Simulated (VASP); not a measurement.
Ga: single point with PBEsol

Crystal: Ga.

```
Ga
1.0
     3.79134   -2.31101    0.00000
     3.79134    2.31101    0.00000
     0.00000    0.00000    4.45813
Ga
4
Direct
  0.66555 0.00969 0.25000
  0.00969 0.66555 0.75000
  0.33445 0.99031 0.75000
  0.99031 0.33445 0.25000
```

This cell differs from its parent crystal: volume scaled by 0.98.

```
Program             : VASP 6.6.1
Task                : single point
Functional          : PBEsol
Potentials or basis : VASP PAW PBE potentials, release 64 (Ga_d)
Cutoff              : 520 eV
k mesh              : 7 × 7 × 6
Occupations         : fermi-dirac, width 0.05 eV
Spin                : no spin polarisation
```

```json
{
 "Pressure": "1.0 GPa",
 "Largest force": "0.039 eV/Å",
 "Band gap on the k mesh": "zero (band 26 reaches 5.27 eV, above the bottom of band 27 at 4.54 eV)"
}
```

Forces on the atoms (eV/Å):
```
Ga  -0.020  0.033  0.000
Ga  -0.020 -0.033  0.000
Ga   0.020 -0.033  0.000
Ga   0.020  0.033  0.000
```

Stress tensor (GPa, compression positive):
```
1.70 0.00 0.00
0.00 0.56 0.00
0.00 0.00 0.88
```

Levels at points of the mesh, in eV from the Fermi level:
```
           k point  band 24  band 25  band 26  band 27  band 28  band 29
(0.00, 0.00, 0.00)    -2.55    -2.31    -1.15     0.94     0.96     2.35
(0.00, 0.00, 0.50)    -0.76    -0.34    -0.34    -0.04    -0.04     2.82
```

Wall time 2.3 min on 1 thread of Intel(R) Xeon(R) Platinum 8375C CPU @ 2.90GHz (Ice Lake) (shared host), peak memory 0.27 GiB.

Caveat: the PAW data sets were made with another functional, which shifts forces and pressure a little.
